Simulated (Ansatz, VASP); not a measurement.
One calculation of In, two programs

Contents of INCAR:

```
PREC = Accurate
ENCUT = 520
EDIFF = 1E-7
ISMEAR = 0
SIGMA = 0.15
LREAL = False
LASPH = True
NELM = 60
ALGO = Fast
ISIF = 2
LWAVE = False
LCHARG = True
GGA = PE
LELF = True
LVHAR = True
NBANDS = 12
```

File KPOINTS:

```
regular mesh
0
Gamma
  20 20 20
```

The input POSCAR:

```
In
1.0
   -1.6573636607      1.6573636607      2.2019733596
    1.6573636607     -1.6573636607      2.2019733596
    1.6573636607      1.6573636607     -2.2019733596
In
1
Direct
    0.0000000000      0.0000000000      0.0000000000
```

Input for Ansatz:

```yaml
crystal:
  lattice:
    - [-1.6573636607, 1.6573636607, 2.2019733596]
    - [1.6573636607, -1.6573636607, 2.2019733596]
    - [1.6573636607, 1.6573636607, -2.2019733596]
  atoms:
    - { symbol: In, position: [0.0, 0.0, 0.0] }
basis:
  ecutwfc: 420
kpoints:
  mp_grid: { grid: [20, 20, 20] }
hamiltonian:
  xc: pbe
scf:
  occupations: { method: gaussian, width: 0.15 }
output:
  forces: true
  stress: true
  eigenvalues: true
```

Alike in both runs: task single point; functional PBE; k mesh 20 × 20 × 20; occupations gaussian, width 0.15 eV; no spin polarisation.

|  | VASP | Ansatz |
| --- | --- | --- |
| version | VASP 6.6.1 | Ansatz 0.2.0 |
| potentials or method | VASP PAW PBE potentials, release 64 (In_d), cutoff 520 eV | scalar-relativistic, plane waves, PAW |
| valence electrons in the cell | 13 | 13 |

|  | VASP | Ansatz | Ansatz less VASP |
| --- | --- | --- | --- |
| gap on the k mesh at the Fermi level (eV) | none | none | - |
| pressure (GPa) | 6.2 | 6.2 | +0.04 |

A gap of «none» marks a metal or a gap that the smearing closes. The functional is the same, so the differences come from potentials, cutoffs and numerics.
